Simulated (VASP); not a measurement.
Runs of VASP 6.6.1 on As. The structure is that of space group P6/mmm (No. 191), or close to it. The cells are those of the table. 

```tsv
task	level	cell	k mesh	cutoff (eV)	smearing	grid for exact exchange (PRECFOCK)	share of exact exchange	screening parameter	gap on the mesh (eV)	pressure (GPa)
single point	PBEsol	a = 4.373, b = 4.373, c = 2.712 Å, angles 90.0, 90.0, 120.0°, 2 atoms	7 × 7 × 9	520	fermi-dirac 0.05 eV	-	-	-	none	5.4
single point	PBE	a = 4.566, b = 4.566, c = 2.834 Å, angles 90.0, 90.0, 120.0°, 2 atoms	7 × 7 × 9	520	fermi-dirac 0.05 eV	-	-	-	none	0.0
single point	PBE	a = 4.566, b = 4.566, c = 2.720 Å, angles 90.0, 90.0, 120.0°, 2 atoms	6 × 6 × 8	520	fermi-dirac 0.05 eV	-	-	-	none	2.0
relaxation of cell and atoms	PBEsol	relaxed from a = 4.566, b = 4.566, c = 2.834 Å, angles 90.0, 90.0, 120.0°, 2 atoms	7 × 7 × 9	600	fermi-dirac 0.05 eV	-	-	-	none	0.0
single point	PBE	a = 4.505, b = 4.505, c = 2.795 Å, angles 90.0, 90.0, 120.0°, 2 atoms	7 × 7 × 9	520	fermi-dirac 0.05 eV	-	-	-	none	(b)
single point	r2SCAN	a = 4.566, b = 4.566, c = 2.834 Å, angles 90.0, 90.0, 120.0°, 2 atoms	4 × 4 × 5	520	fermi-dirac 0.05 eV	-	-	-	none	-2.3
single point	PBE-based screened hybrid	a = 4.566, b = 4.566, c = 2.834 Å, angles 90.0, 90.0, 120.0°, 2 atoms	4 × 4 × 5	520	fermi-dirac 0.05 eV	Normal	0.5	0.2 1/Å	none	(a)
single point	PBE	a = 4.566, b = 4.566, c = 2.834 Å, angles 90.0, 90.0, 120.0°, 2 atoms	4 × 4 × 5	500	fermi-dirac 0.03 eV	-	-	-	none	-0.5
```

Alike in all rows: potentials or basis VASP PAW PBE potentials, release 64 (As); no spin polarisation.

Fill in the values left out.

(a) -5.9; (b) 2.3.

Caveats: some runs use coarse meshes; the PAW data sets were made with another functional, which shifts forces and pressure a little (some runs).

A k mesh can miss the band edges, and the runs leave out spin-orbit coupling on As.

A gap of «none» marks levels without a gap at the run's occupations.
